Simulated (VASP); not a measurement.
Here is a VASP 6.6.1 calculation.

The input INCAR:

```
  PREC = Accurate
  ENCUT = 520
  EDIFF = 1E-7
  ISMEAR = -1
  SIGMA = 0.05
  LREAL = F
  LASPH = T
  NELM = 100
  ALGO = Normal
  ISIF = 2
  LWAVE = F
  LCHARG = F
  GGA = PE
  NBANDS = 15
```

The input KPOINTS:

```
regular mesh
0
Gamma
  15 15 9
```

Contents of POSCAR:

```
Os
1.0
    2.7522071256      0.0000000000      0.0000000000
   -1.3761035628      2.3834812872      0.0000000000
    0.0000000000      0.0000000000      4.3483081185
Os
2
Direct
    0.3333333333      0.6666666667      0.2500000000
    0.6666666667      0.3333333333      0.7500000000
```

Potentials or basis: VASP PAW PBE potentials, release 64 (Os).

Launch:

```sh
$ cat potpaw_PBE.64/Os/POTCAR > POTCAR
$ mpirun -np 1 vasp_std > vasp.out
```

Q: What does it give for the pressure?

A: 0.2 GPa.

Q: What does it give for the band gap on the k mesh?

A: Zero (band 8 reaches 11.18 eV, above the bottom of band 9 at 7.48 eV).

Stress tensor (GPa, compression positive):
```
0.13 0.00 0.00
0.00 0.13 0.00
0.00 0.00 0.34
```

Caveat: spin-orbit coupling is left out, which moves the levels of the heavy elements.
